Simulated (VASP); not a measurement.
A run of VASP 6.6.1:

Contents of INCAR:

```
SYSTEM = CoSi2
PREC = Accurate ; ENCUT = 520
EDIFF = 1E-6 ; ISMEAR = -1
SIGMA = 0.08 ; LREAL = .FALSE.
LASPH = .TRUE. ; NELM = 60
ALGO = Normal ; ISIF = 2
LWAVE = .FALSE. ; LCHARG = .TRUE.
GGA = PE ; LELF = .TRUE.
LVHAR = .TRUE. ; NBANDS = 16
```

KPOINTS

```
Automatic mesh
0
G
  10 10 8
  0 0 0
```

Contents of POSCAR:

```
CoSi2
1.0
    3.9740765706      0.0000000000      0.0000000000
   -1.9870382853      3.4416512668      0.0000000000
    0.0000000000      0.0000000000      2.4211841530
Co Si
1 2
Direct
    0.0000000000      0.0000000000      0.0000000000
    0.3333333333      0.6666666667      0.5000000000
    0.6666666667      0.3333333333      0.5000000000
```

Potentials or basis: VASP PAW PBE potentials, release 64 (Co, Si).

Run with:

```sh
$ cat potpaw_PBE.64/Co/POTCAR potpaw_PBE.64/Si/POTCAR > POTCAR
$ mpirun -np 1 vasp_std > vasp.out
```

Hardware: 1 thread of Intel(R) Xeon(R) Platinum 8488C (Sapphire Rapids), on a shared host.

Question: How long does it take, and how much memory?

Answer: It took 68 s on 1 thread of Intel(R) Xeon(R) Platinum 8488C (Sapphire Rapids), on a shared host, peak memory 0.16 GiB. Counts: scf iterations 14, k points 70.
